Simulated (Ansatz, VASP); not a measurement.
**Hf3TiN4 in VASP and in Ansatz**

```
Hf Ti N
1.0
     3.17618    0.00000    0.00000
     0.00000    3.17618    0.00000
     0.00000    0.00000    8.97841
Hf Ti N
3 1 4
Cartesian
  1.5881 1.5881 2.1561
  0.0000 0.0000 4.4892
  1.5881 1.5881 6.8223
  0.0000 0.0000 0.0000
  0.0000 0.0000 2.2102
  1.5881 1.5881 4.4892
  0.0000 0.0000 6.7682
  1.5881 1.5881 0.0000
```

Alike in both runs: functional PBE; k mesh 12 × 12 × 4; occupations gaussian, width 0.1 eV; no spin polarisation.

Ansatz relaxed the structure, and its values are those at the end. VASP's run is a single point on that final structure, the one shown.

|  | VASP | Ansatz |
| --- | --- | --- |
| version | VASP 6.6.1 | Ansatz 0.2.0 |
| potentials or method | VASP PAW PBE potentials, release 64 (Hf_pv, Ti_sv, N), cutoff 520 eV | scalar-relativistic, plane waves, PAW |
| valence electrons in the cell | 62 | 110 |

```tsv
	VASP	Ansatz	Ansatz less VASP
gap on the k mesh at the Fermi level (eV)	none	none	-
pressure (GPa)	-1.8	0.0	+1.77
rms of the force components (eV/Å)	0.016	0.002	-0.0146
```

A gap of «none» marks a metal or a gap that the smearing closes. The functional is the same, so the differences come from potentials, cutoffs and numerics. VASP's potentials hold 62 valence electrons a cell and Ansatz's 110, so a difference there can come from the potentials and not from the codes.

Neither program's run includes spin-orbit coupling.
